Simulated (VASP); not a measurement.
# ErBe (Pm-3m) in VASP: a series of runs, part 2 of 2

VASP 6.6.1. Earlier steps stand in the parts before.

## 3. Single point, PBE (21.03 Å³/atom)

This run uses another cell than the first one, of 21.03 Å³/atom.

The input, INCAR:

```
ALGO = Normal ; EDIFF = 1E-6
ENCUT = 600 ; GGA = PE
GGA_COMPAT = F ; ISIF = 2
ISMEAR = 0 ; LASPH = T
LCHARG = F ; LMAXMIX = 6
LREAL = F ; LWAVE = F
NBANDS = 12 ; NELM = 200
PREC = Accurate ; SIGMA = 0.1
```

The input, KPOINTS:

```
k-points
0
Gamma
  14 14 14
```

The input, POSCAR:

```
ErBe
1.0
    3.4776175116      0.0000000000      0.0000000000
    0.0000000000      3.4776175116      0.0000000000
    0.0000000000      0.0000000000      3.4776175116
Er Be
1 1
Direct
    0.5000000000      0.5000000000      0.5000000000
    0.0000000000      0.0000000000      0.0000000000
```

Potentials or basis: VASP PAW PBE potentials, release 64 (Er_3, Be), 4f in core.

On the command line:

```bash
$ cat potpaw_PBE.64/Er_3/POTCAR potpaw_PBE.64/Be/POTCAR > POTCAR
$ mpirun -np 1 vasp_std > vasp.out
```

OUTCAR:

```text
EDIFF = 1E-6
   ENCUT = 600
   GGA = PE
   ISIF = 2
   ISMEAR = 0
   LASPH = T
   LREAL = F
   NELM = 200
   PREC = Accurate

 ion  position               nearest neighbor table
   1  0.500  0.500  0.500-   2 3.01   2 3.01   2 3.01   2 3.01   2 3.01   2 3.01   2 3.01   2 3.01

   2  0.000  0.000  0.000-   1 3.01   1 3.01   1 3.01   1 3.01   1 3.01   1 3.01   1 3.01   1 3.01

  LATTYP: Found a simple cubic cell.
 ALAT       =     3.4776175116

  Lattice vectors:

 A1 = (   3.4776175116,   0.0000000000,   0.0000000000)
 A2 = (   0.0000000000,   3.4776175116,   0.0000000000)
 A3 = (   0.0000000000,   0.0000000000,   3.4776175116)

Analysis of symmetry for initial positions (statically):
=====================================================================
 Subroutine PRICEL returns:
 Original cell was already a primitive cell.

 Routine SETGRP: Setting up the symmetry group for a
 simple cubic supercell.

 Subroutine GETGRP returns: Found 48 space group operations
 (whereof 48 operations were pure point group operations)
 out of a pool of 48 trial point group operations.

The static configuration has the point symmetry O_h .

Analysis of symmetry for dynamics (positions and initial velocities):
=====================================================================
 Subroutine PRICEL returns:
 Original cell was already a primitive cell.

 Routine SETGRP: Setting up the symmetry group for a
 simple cubic supercell.

 Subroutine GETGRP returns: Found 48 space group operations
 (whereof 48 operations were pure point group operations)
 out of a pool of 48 trial point group operations.

The dynamic configuration has the point symmetry O_h .

 Subroutine INISYM returns: Found 48 space group operations
 (whereof 48 operations are pure point group operations),
 and found     1 'primitive' translations

----------------------------------------------------------------------------------------

                                     Primitive cell

  volume of cell :      42.0577
[... 118 lines left out ...]
   LEPSILON=     F    determine dielectric tensor
   LRPA    =     F    only Hartree local field effects (RPA)
 non-spin polarized calculation
 Gauss-broadening in eV      SIGMA  =   0.10
  energy-cutoff  :      600.00
  volume of cell :       42.06
 maximum number of plane-waves:      1421
 NGX is ok and might be reduce to    28
   NGX = 13   NGY = 13   NGZ = 13

 number of electron      10.9999999 magnetization

 Free energy of the ion-electron system (eV)
  ---------------------------------------------------
  ext. energy  EPLUGINS =         0.00000000
  ---------------------------------------------------
  free energy    TOTEN  =        -8.03178780 eV

  energy without entropy =       -8.02198140  energy(sigma->0) =       -8.02688460

 E-fermi :   3.0259     XC(G=0):  -9.7783

 val. band max:        3.0194417955   @ k =   0.1429   0.1429   0.0714
 cond. band min:       3.0334523875   @ k =   0.3571   0.2857   0.0000
 fundamental gap:      0.0140105920
 Fermi energy:         3.0258552409

 k-point     1 :       0.0000    0.0000    0.0000
  band No.  band energies     occupation
      1     -21.3939      2.00000
      2     -21.3939      2.00000
      3     -21.3939      2.00000
      4      -3.4327      2.00000
      5       3.0141      1.13217
      6       3.0141      1.13217
      7       7.0235      0.00000
      8       7.0235      0.00000
      9       7.0235      0.00000
     10       8.1763      0.00000
     11       8.1763      0.00000
     12       8.1763      0.00000
[... 331 lines left out ...]
 k-point    24 :       0.3571    0.2143    0.0000
  band No.  band energies     occupation
      1     -21.6673      2.00000
      2     -21.5034      2.00000
      3     -21.3550      2.00000
      4      -1.1321      2.00000
      5       1.4954      2.00000
      6       3.3482      0.00001
      7       4.5761      0.00000
      8       5.2397      0.00000
      9       7.2510      0.00000
     10       8.5452      0.00000
     11       9.9909      0.00000
     12      11.0376      0.00000

 [... further k-points ...]

------------------------ aborting loop because EDIFF is reached ----------------------------------------

  FORCE on cell =-STRESS in cart. coord.  units (eV):
  Direction    XX          YY          ZZ          XY          YZ          ZX
  --------------------------------------------------------------------------------------
  -------------------------------------------------------------------------------------
  Total       -1.3376511     -1.3376511     -1.3376511     -0.0000000      0.0000000     -0.0000000
  in kB      -50.9574871    -50.9574871    -50.9574871     -0.0000000      0.0000000     -0.0000000
  external PRESSURE =     -50.9574871 kB  Pullay stress =       0.0000000 kB

 VOLUME and BASIS-vectors are now :
 -----------------------------------------------------------------------------
  energy-cutoff  :      600.00
  volume of cell :       42.06
      direct lattice vectors                 reciprocal lattice vectors
     3.477617512  0.000000000  0.000000000     0.287553187  0.000000000  0.000000000
     0.000000000  3.477617512  0.000000000     0.000000000  0.287553187  0.000000000
     0.000000000  0.000000000  3.477617512     0.000000000  0.000000000  0.287553187

 POSITION                                       TOTAL-FORCE (eV/Angst)
 -----------------------------------------------------------------------------------
      1.73881      1.73881      1.73881         0.000000      0.000000      0.000000
      0.00000      0.00000      0.00000         0.000000      0.000000      0.000000
 -----------------------------------------------------------------------------------
    total drift:                                0.000000      0.000000      0.000000

  FREE ENERGIE OF THE ION-ELECTRON SYSTEM (eV)
  ---------------------------------------------------
  free  energy   TOTEN  =        -8.0317878040 eV

  energy  without entropy=       -8.0219814047  energy(sigma->0) =       -8.02688460
```

stdout:

```text
POSCAR found type information on POSCAR ErBe
 POSCAR found :  2 types and       2 ions
 scaLAPACK will be used
 LDA part: xc-table for (Slater+PW92), standard interpolation
 POSCAR, INCAR and KPOINTS ok, starting setup
 FFT: planning ... GRIDC
 FFT: planning ... GRID_SOFT
 FFT: planning ... GRID
 WAVECAR not read
 entering main loop
```

It took 32 s on 1 thread of Intel Xeon 6975P-C (Granite Rapids), shared host; peak memory 0.21 GiB.

What came out:

- Free energy: -8.0318 eV
- Pressure: -5.1 GPa
- Band gap on the k mesh: zero (an odd number of electrons rules out a gap without spin polarisation)

Caveat: the cell stands under tension; spin-orbit coupling is left out, which moves the levels of the heavy elements; the 4f electrons are frozen in the core, so they carry no moment and show no levels. Spin polarisation is off, so any magnetic state and its effect on volume and gap are missing.

The gap in the log of VASP goes by the Fermi energy; the results here count the filled bands.